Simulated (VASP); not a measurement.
Wanted: the native input for a VASP 6.6.1 run.

```yaml
Task: single point
Functional: LDA
Potentials_or_basis: VASP PAW LDA potentials, release 64 (Zr_sv, S)
Cutoff: 520 eV
k_mesh: 16 × 16 × 16
Occupations: gaussian, width 0.15 eV
Spin: no spin polarisation
Dipole_correction: no
Further_INCAR_settings: ALGO = Normal; EDIFF = 1e-06; NBANDS = 16
```

The structure of ZrS lies in POSCAR:

```
ZrS
1.0
    0.0000000000      2.5671447250      2.5671447250
    2.6269591971      0.0000000000      2.5671447250
    2.6269591971      2.5671447250      0.0000000000
Zr S
1 1
Direct
   -0.0073447758      0.0073447758      0.0073447758
    0.5208987049      0.4791012951      0.4791012951
```

This cell differs from its parent crystal: atoms displaced along a vibrational mode, the cell strained.

The input as run:

INCAR

```
SYSTEM = ZrS
ALGO = Normal
EDIFF = 1E-6
ENCUT = 520
GGA = CA
ISIF = 2
ISMEAR = 0
LASPH = .TRUE.
LCHARG = .FALSE.
LREAL = .FALSE.
LWAVE = .FALSE.
NBANDS = 16
NELM = 80
PREC = Accurate
SIGMA = 0.15
```

KPOINTS

```
k-points
0
G
  16 16 16
  0 0 0
```

Potentials or basis: VASP PAW LDA potentials, release 64 (Zr_sv, S).

Run with:

```sh
$ cat potpaw_LDA.64/Zr_sv/POTCAR potpaw_LDA.64/S/POTCAR > POTCAR
$ mpirun -np 1 vasp_std > vasp.out
```

Results of the run:

- Pressure: -1.8 GPa
- Largest force: 0.703 eV/Å
- Band gap on the k mesh: zero (bands 9 and 10 overlap by 2.67 eV)

Caveat: the cell differs from its parent crystal (atoms displaced along a vibrational mode, the cell strained).

It took 2.2 min on 1 thread of AMD EPYC 7R43 64-Core Processor (Zen 3), with other jobs on the host, peak memory 0.26 GiB.
